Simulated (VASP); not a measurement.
# SiO: single point with PBE-based screened hybrid with 25 % exact exchange

The system is SiO.

```
Si O
1.0
     0.00000    2.43364    2.43364
     2.43364    0.00000    2.43364
     2.43364    2.43364    0.00000
Si O
1 1
Cartesian
  3.6505 3.6505 3.6505
  0.0000 0.0000 0.0000
```

```yaml
Program: VASP 6.6.1
Task: single point
Functional: PBE-based screened hybrid with 25 % exact exchange
Potentials_or_basis: VASP PAW PBE potentials, release 64 (Si, O)
Cutoff: 520 eV
k_mesh: 5 × 5 × 5
Occupations: fermi-dirac, width 0.05 eV
Spin: no spin polarisation
```

The pressure is -1.3 GPa. The band gap on the k mesh is 0.53 eV (least direct gap 1.27 eV).

Levels at points of the mesh, in eV from the valence-band top:
| k point | band 2 | band 3 | band 4 | band 5 | band 6 | band 7 | band 8 | band 9 |
| --- | --- | --- | --- | --- | --- | --- | --- | --- |
| (0.00, 0.00, 0.00) | -6.95 | -6.13 | -6.13 | -6.13 | 4.91 | 4.91 | 4.91 | 11.58 |

Wall time 2.4 min on 1 thread of Intel(R) Xeon(R) Platinum 8488C (Sapphire Rapids) (shared host), peak memory 0.26 GiB.

Caveat: the k points lie up to 0.45 Å⁻¹ apart; the PAW data sets were made with another functional, which shifts forces and pressure a little; an odd mesh through Γ misses points on the zone boundary, where band edges can lie.
